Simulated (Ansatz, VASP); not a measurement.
GaP: VASP beside Ansatz

```
CELL_PARAMETERS angstrom
0.00000 2.75298 2.75298
2.75298 0.00000 2.75298
2.75298 2.75298 0.00000
ATOMIC_POSITIONS crystal
Ga 0.00000 0.00000 0.00000
P 0.25000 0.25000 0.25000
```

Alike in both runs: task single point; functional PBE; k mesh 8 × 8 × 8; no spin polarisation.

|  | VASP | Ansatz |
| --- | --- | --- |
| version | VASP 6.6.1 | Ansatz 0.2.0 |
| potentials or method | VASP PAW PBE potentials, release 64 (Ga_d, P), cutoff 500 eV | scalar-relativistic, plane waves, PAW |
| occupations | gaussian, width 0.01 eV | fixed |
| valence electrons in the cell | 18 | 18 |

VASP gave:

* gap on the k mesh at the Fermi level (eV): 1.58
* least direct gap on the mesh (eV): 1.58
* pressure (GPa): -0.1

Estimate Ansatz's values.

gap on the k mesh at the Fermi level (eV): 1.58; least direct gap on the mesh (eV): 1.58; pressure (GPa): 0.0.
